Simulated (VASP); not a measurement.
# Sc (Fm-3m) in VASP: single point with PBE

Aim: the single point of Sc with PBE.

All numbers are computed with VASP 6.6.1; they aren't measurements. Logs are shortened: lines on timing, memory, paths and dates and some standing lists are left out, and cuts for length are marked.

## 1. The cell of the first run

The structure is cubic, space group Fm-3m (No. 225). Conventional cell: a = 4.625 Å, b = 4.625 Å, c = 4.625 Å, α = 90.00°, β = 90.00°, γ = 90.00°. Sc (site symmetry m-3m) has 12 Sc at 3.27 Å within 4.3 Å.

This isn't the form of Sc at room conditions, which is hcp.

## 2. Single point, PBE

INCAR reads:

```
PREC = Accurate
ENCUT = 520
EDIFF = 1E-6
ISMEAR = -1
SIGMA = 0.08
LREAL = False
LASPH = True
NELM = 80
ALGO = Normal
ISIF = 2
LWAVE = False
LCHARG = True
GGA = PE
LELF = True
LVHAR = True
NBANDS = 12
```

KPOINTS reads:

```
Automatic mesh
0
Gamma
  16 16 16
```

POSCAR reads:

```
Sc
1.0
    0.0000000000      2.3125339659      2.3125339659
    2.3125339659      0.0000000000      2.3125339659
    2.3125339659      2.3125339659      0.0000000000
Sc
1
Direct
    0.0000000000      0.0000000000      0.0000000000
```

Potentials or basis: VASP PAW PBE potentials, release 64 (Sc_sv).

Command:

```
cat potpaw_PBE.64/Sc_sv/POTCAR > POTCAR
mpirun -np 1 vasp_std > vasp.out
```

OUTCAR:

```text
PREC = Accurate
   ENCUT = 520
   EDIFF = 1E-6
   ISMEAR = -1
   LREAL = False
   LASPH = True
   NELM = 80
   ISIF = 2
   GGA = PE

 ion  position               nearest neighbor table
   1  0.000  0.000  0.000-

  LATTYP: Found a face centered cubic cell.
 ALAT       =     4.6250679318

  Lattice vectors:

 A1 = (   0.0000000000,   2.3125339659,   2.3125339659)
 A2 = (   2.3125339659,   0.0000000000,   2.3125339659)
 A3 = (   2.3125339659,   2.3125339659,   0.0000000000)

Analysis of symmetry for initial positions (statically):
=====================================================================
 Subroutine PRICEL returns:
 Original cell was already a primitive cell.

 Routine SETGRP: Setting up the symmetry group for a
 face centered cubic supercell.

 Subroutine GETGRP returns: Found 48 space group operations
 (whereof 48 operations were pure point group operations)
 out of a pool of 48 trial point group operations.

The static configuration has the point symmetry O_h .

Analysis of symmetry for dynamics (positions and initial velocities):
=====================================================================
 Subroutine PRICEL returns:
 Original cell was already a primitive cell.

 Routine SETGRP: Setting up the symmetry group for a
 face centered cubic supercell.

 Subroutine GETGRP returns: Found 48 space group operations
 (whereof 48 operations were pure point group operations)
 out of a pool of 48 trial point group operations.

The dynamic configuration has the point symmetry O_h .

 Subroutine INISYM returns: Found 48 space group operations
 (whereof 48 operations are pure point group operations),
 and found     1 'primitive' translations

----------------------------------------------------------------------------------------

                                     Primitive cell

  volume of cell :      24.7340

  direct lattice vectors                    reciprocal lattice vectors
     0.000000000  2.312533966  2.312533966    -0.216213040  0.216213040  0.216213040
     2.312533966  0.000000000  2.312533966     0.216213040 -0.216213040  0.216213040
     2.312533966  2.312533966  0.000000000     0.216213040  0.216213040 -0.216213040

  length of vectors
     3.270416898  3.270416898  3.270416898     0.374491971  0.374491971  0.374491971

  position of ions in fractional coordinates (direct lattice)
     0.000000000  0.000000000  0.000000000

  ion indices of the primitive-cell ions
   primitive index   ion index
                 1           1

----------------------------------------------------------------------------------------

 KPOINTS: Automatic mesh

Automatic generation of k-mesh.
 Grid dimensions read from file:
 generate k-points for:   16   16   16

 Generating k-lattice:

  Cartesian coordinates                     Fractional coordinates (reciprocal lattice)
    -0.013513315  0.013513315  0.013513315     0.062500000  0.000000000  0.000000000
     0.013513315 -0.013513315  0.013513315     0.000000000  0.062500000  0.000000000
     0.013513315  0.013513315 -0.013513315     0.000000000  0.000000000  0.062500000

  Length of vectors
     0.023405748  0.023405748  0.023405748

  Shift w.r.t. Gamma in fractional coordinates (k-lattice)
     0.000000000  0.000000000  0.000000000

 Subroutine IBZKPT returns following result:
 ===========================================

 Found    145 irreducible k-points:

 Following reciprocal coordinates:
            Coordinates               Weight
  0.000000  0.000000  0.000000      1.000000
  0.062500  0.000000  0.000000      8.000000
  0.125000  0.000000  0.000000      8.000000
  0.187500  0.000000  0.000000      8.000000
  0.250000  0.000000  0.000000      8.000000
  0.312500  0.000000  0.000000      8.000000
[... 16 lines left out ...]
 -0.125000  0.062500  0.000000     24.000000
 -0.062500  0.062500  0.000000     12.000000
 [... further k-points ...]
   k-points           NKPTS =    145   k-points in BZ     NKDIM =    145   number of bands    NBANDS=     12
   number of dos      NEDOS =    301   number of ions     NIONS =      1
   total plane-waves  NPLWV =  13824
   dimension x,y,z NGX =    24 NGY =   24 NGZ =   24
   dimension x,y,z NGXF=    48 NGYF=   48 NGZF=   48
   ions per type =               1
   NGX,Y,Z   is equivalent  to a cutoff of  12.20, 12.20, 12.20 a.u.
   NGXF,Y,Z  is equivalent  to a cutoff of  24.40, 24.40, 24.40 a.u.
 SYSTEM =  unknown system
   PREC   = accura    normal or accurate (medium, high low for compatibility)
   ISTART =      0    job   : 0-new  1-cont  2-samecut
   ICHARG =      2    charge: 1-file 2-atom 10-const
   ISPIN  =      1    spin polarized calculation?
   LNONCOLLINEAR =      F non collinear calculations
   LSORBIT =      F    spin-orbit coupling
   LASPH  =      T    aspherical Exc in radial PAW
   ENCUT  =  520.0 eV  38.22 Ry    6.18 a.u.   6.08  6.08  6.08*2*pi/ulx,y,z
   NELM   =     80;   NELMIN=  2; NELMDL= -5     # of ELM steps
   EDIFF  = 0.1E-05   stopping-criterion for ELM
   LREAL  =      F    real-space projection
   EDIFFG = 0.1E-04   stopping-criterion for IOM
   NSW    =      0    number of steps for IOM
   IBRION =     -1    ionic relax: 0-MD 1-quasi-New 2-CG
   NFREE  =      0    steps in history (QN), initial steepest desc. (CG)
   ISIF   =      2    stress and relaxation
   ISYM   =      2    0-nonsym 1-usesym 2-fastsym
   POTIM  = 0.5000    time-step for ionic-motion
   TEBEG  =    0.0;   TEEND  =   0.0 temperature during run
   PSTRESS=    0.0 pullay stress
   NELECT =      11.0000    total number of electrons
   NUPDOWN=      -1.0000    fix difference up-down
   EMIN   =  10.00;   EMAX   =-10.00  energy-range for DOS
   EFERMI =   0.00;   METHOD = LEGACY
   ISMEAR =    -1;   SIGMA  =   0.08  broadening in eV -4-tet -1-fermi 0-gaus
   EFERMI_NEDOS =   21; number of points for ismear=-14 and -15
   IALGO  =     38    algorithm
   IMIX   =      4    mixing-type and parameters
     AMIX     =   0.40;   BMIX     =  1.00
     AMIX_MAG =   1.60;   BMIX_MAG =  1.00
  volume/ion in A,a.u.               =      24.73       166.91
  Fermi-wavevector in a.u.,A,eV,Ry     =   1.249609  2.361419 21.245818  1.561524
  Thomas-Fermi vector in A             =   2.383642
   LORBIT       =      0    0 simple, 1 ext, 2 COOP (PROOUT), +10 PAW based schemes
   GGA     = PE    functional components
   LHFCALC =     F    Hartree Fock is set to
   AEXX    =    0.0000 exact exchange contribution
   IVDW    =     0    specifies the selected vdW correction
   LEPSILON=     F    determine dielectric tensor
   LRPA    =     F    only Hartree local field effects (RPA)
 non-spin polarized calculation
  energy-cutoff  :      520.00
  volume of cell :       24.73
 maximum number of plane-waves:       684
   NGX = 13   NGY = 13   NGZ = 13

 number of electron      11.0000000 magnetization

 Free energy of the ion-electron system (eV)
  ---------------------------------------------------
  ext. energy  EPLUGINS =         0.00000000
  ---------------------------------------------------
  free energy    TOTEN  =        -6.22190610 eV

  energy without entropy =       -6.18041273  energy(sigma->0) =       -6.20115942

 E-fermi :   3.7214     XC(G=0):  -9.8615

 val. band max:        3.7153843774   @ k =   0.5000   0.1250   0.0000
 cond. band min:       3.7263209987   @ k =  -0.4375   0.1250   0.0000
 fundamental gap:      0.0109366213
 Fermi energy:         3.7214481385

 k-point     1 :       0.0000    0.0000    0.0000
  band No.  band energies     occupation
      1     -45.7265      2.00000
      2     -24.1451      2.00000
      3     -24.1451      2.00000
      4     -24.1451      2.00000
      5      -1.4642      2.00000
      6       5.2951      0.00000
      7       5.2951      0.00000
      8       5.2951      0.00000
      9       6.6649      0.00000
     10       6.6649      0.00000
     11      16.2036      0.00000
     12      19.5802      0.00000

 k-point     2 :       0.0625    0.0000    0.0000
  band No.  band energies     occupation
      1     -45.7243      2.00000
      2     -24.1604      2.00000
      3     -24.1471      2.00000
      4     -24.1471      2.00000
      5      -1.3653      2.00000
      6       5.2213      0.00000
      7       5.3320      0.00000
      8       5.3320      0.00000
      9       6.6388      0.00000
     10       6.6388      0.00000
     11      16.2914      0.00000
     12      18.7381      0.00000

 k-point     3 :       0.1250    0.0000    0.0000
  band No.  band energies     occupation
      1     -45.7180      2.00000
      2     -24.2037      2.00000
      3     -24.1527      2.00000
      4     -24.1527      2.00000
      5      -1.0751      2.00000
      6       5.0211      0.00000
      7       5.4236      0.00000
      8       5.4236      0.00000
      9       6.5852      0.00000
     10       6.5852      0.00000
     11      16.3631      0.00000
     12      17.4285      0.00000

 k-point     4 :       0.1875    0.0000    0.0000
  band No.  band energies     occupation
      1     -45.7086      2.00000
      2     -24.2679      2.00000
      3     -24.1610      2.00000
      4     -24.1610      2.00000
      5      -0.6135      2.00000
      6       4.7459      0.00001
      7       5.5060      0.00000
      8       5.5060      0.00000
      9       6.5801      0.00000
     10       6.5801      0.00000
     11      15.4526      0.00000
     12      16.9898      0.00000

 k-point     5 :       0.2500    0.0000    0.0000
  band No.  band energies     occupation
      1     -45.6975      2.00000
      2     -24.3427      2.00000
      3     -24.1708      2.00000
      4     -24.1708      2.00000
      5      -0.0171      2.00000
      6       4.4550      0.00021
      7       5.4990      0.00000
      8       5.4990      0.00000
      9       6.7113      0.00000
     10       6.7113      0.00000
     11      14.0606      0.00000
     12      16.7891      0.00000
[... 228 lines left out ...]
      1     -45.6923      2.00000
      2     -24.3683      2.00000
      3     -24.1897      2.00000
      4     -24.1700      2.00000
      5       0.2789      2.00000
      6       4.3353      0.00093
      7       5.4100      0.00000
      8       5.5415      0.00000
      9       6.5684      0.00000
     10       7.0244      0.00000
     11      13.6481      0.00000
     12      16.5446      0.00000

 k-point    22 :      -0.1875    0.0625    0.0000
  band No.  band energies     occupation
      1     -45.7034      2.00000
      2     -24.2953      2.00000
      3     -24.1785      2.00000
      4     -24.1602      2.00000
      5      -0.3470      2.00000
      6       4.6073      0.00003
      7       5.4820      0.00000
      8       5.5869      0.00000
      9       6.3924      0.00000
     10       6.8070      0.00000
     11      15.0457      0.00000
     12      16.7904      0.00000

 k-point    23 :      -0.1250    0.0625    0.0000
  band No.  band energies     occupation
      1     -45.7134      2.00000
      2     -24.2294      2.00000
      3     -24.1669      2.00000
      4     -24.1524      2.00000
      5      -0.8551      2.00000
      6       4.8802      0.00000
      7       5.4662      0.00000
      8       5.5042      0.00000
      9       6.4149      0.00000
     10       6.7006      0.00000
     11      16.2758      0.00000
     12      16.9879      0.00000

 k-point    24 :      -0.0625    0.0625    0.0000
  band No.  band energies     occupation
      1     -45.7207      2.00000
      2     -24.1818      2.00000
      3     -24.1559      2.00000
      4     -24.1477      2.00000
      5      -1.2027      2.00000
      6       5.1020      0.00000
      7       5.3902      0.00000
      8       5.3922      0.00000
      9       6.5318      0.00000
     10       6.6709      0.00000
     11      16.4040      0.00000
     12      18.0025      0.00000

 [... further k-points ...]

------------------------ aborting loop because EDIFF is reached ----------------------------------------

  FORCE on cell =-STRESS in cart. coord.  units (eV):
  Direction    XX          YY          ZZ          XY          YZ          ZX
  --------------------------------------------------------------------------------------
  -------------------------------------------------------------------------------------
  Total       -0.0002910     -0.0002910     -0.0002910     -0.0000000     -0.0000000      0.0000000
  in kB       -0.0188480     -0.0188480     -0.0188480     -0.0000000     -0.0000000      0.0000000
  external PRESSURE =      -0.0188480 kB  Pullay stress =       0.0000000 kB

 VOLUME and BASIS-vectors are now :
 -----------------------------------------------------------------------------
  energy-cutoff  :      520.00
  volume of cell :       24.73
      direct lattice vectors                 reciprocal lattice vectors
     0.000000000  2.312533966  2.312533966    -0.216213040  0.216213040  0.216213040
     2.312533966  0.000000000  2.312533966     0.216213040 -0.216213040  0.216213040
     2.312533966  2.312533966  0.000000000     0.216213040  0.216213040 -0.216213040

 POSITION                                       TOTAL-FORCE (eV/Angst)
 -----------------------------------------------------------------------------------
      0.00000      0.00000      0.00000         0.000000     -0.000000     -0.000000
 -----------------------------------------------------------------------------------
    total drift:                                0.000000      0.000000     -0.000000

  FREE ENERGIE OF THE ION-ELECTRON SYSTEM (eV)
  ---------------------------------------------------
  free  energy   TOTEN  =        -6.2219061018 eV

  energy  without entropy=       -6.1804127284  energy(sigma->0) =       -6.20115942
```

Wall time 11 s (1 thread of Intel Xeon 6975P-C (Granite Rapids), shared host); peak memory 0.16 GiB.

What came out:

```yaml
Free_energy: -6.2219 eV
Pressure: 0.0 GPa
Band_gap_on_the_k_mesh: zero (an odd number of electrons rules out a gap without spin polarisation)
```

Levels at points of the mesh, in eV from the Fermi level:
```
           k point  band 1  band 2  band 3  band 4  band 5  band 6  band 7  band 8  band 9  band 10
(0.00, 0.00, 0.00)  -49.45  -27.87  -27.87  -27.87   -5.19    1.57    1.57    1.57    2.94     2.94
(0.50, 0.00, 0.00)  -49.39  -28.26  -27.92  -27.92   -1.76    0.22    1.47    1.47    3.83     3.83
(0.50, 0.50, 0.00)  -49.37  -28.23  -28.01  -28.01   -1.51   -0.62    1.90    3.83    4.06     4.06
```
